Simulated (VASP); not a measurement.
Write the native input for VASP 6.6.1 that does the following.

| Item | Value |
| --- | --- |
| Task | single point |
| Functional | PBE |
| Potentials or basis | VASP PAW PBE potentials, release 64 (Al, N) |
| Cutoff | 520 eV |
| k mesh | 12 × 12 × 7 |
| Occupations | fermi-dirac, width 0.02 eV |
| Spin | no spin polarisation |
| Dipole correction | no |
| Further INCAR settings | ALGO = Normal; EDIFF = 1e-06; NBANDS = 16 |

The structure of AlN (wurtzite type) lies in POSCAR:

```
AlN
1.0
    3.1301578475      0.0000000000      0.0000000000
   -1.5650789238      2.7107962138      0.0000000000
    0.0000000000      0.0000000000      5.0181095988
Al N
2 2
Direct
    0.3333333333      0.6666666667     -0.0027596939
    0.6666666667      0.3333333333      0.4972403061
    0.3333333333      0.6666666667      0.3787596939
    0.6666666667      0.3333333333      0.8787596939
```

The input as run:

INCAR

```
SYSTEM = AlN
PREC = Accurate ; ENCUT = 520
EDIFF = 1E-6 ; ISMEAR = -1
SIGMA = 0.02 ; LREAL = .False.
LASPH = .True. ; NELM = 80
ALGO = Normal ; ISIF = 2
LWAVE = .False. ; LCHARG = .False.
GGA = PE ; NBANDS = 16
```

KPOINTS

```
regular mesh
0
Gamma
  12 12 7
  0 0 0
```

Potentials or basis: VASP PAW PBE potentials, release 64 (Al, N).

Launch:

```bash
$ cat potpaw_PBE.64/Al/POTCAR potpaw_PBE.64/N/POTCAR > POTCAR
$ mpirun -np 1 vasp_std > vasp.out
```

Results of the run:

| Property | Result |
| --- | --- |
| Pressure | -0.2 GPa |
| Band gap on the k mesh | 4.04 eV |

Caveat: an odd mesh through Γ misses points on the zone boundary, where band edges can lie.

Wall time 20 s on 1 thread of Intel(R) Xeon(R) 6975P-C (Granite Rapids), with other jobs on the host, peak memory 0.17 GiB.
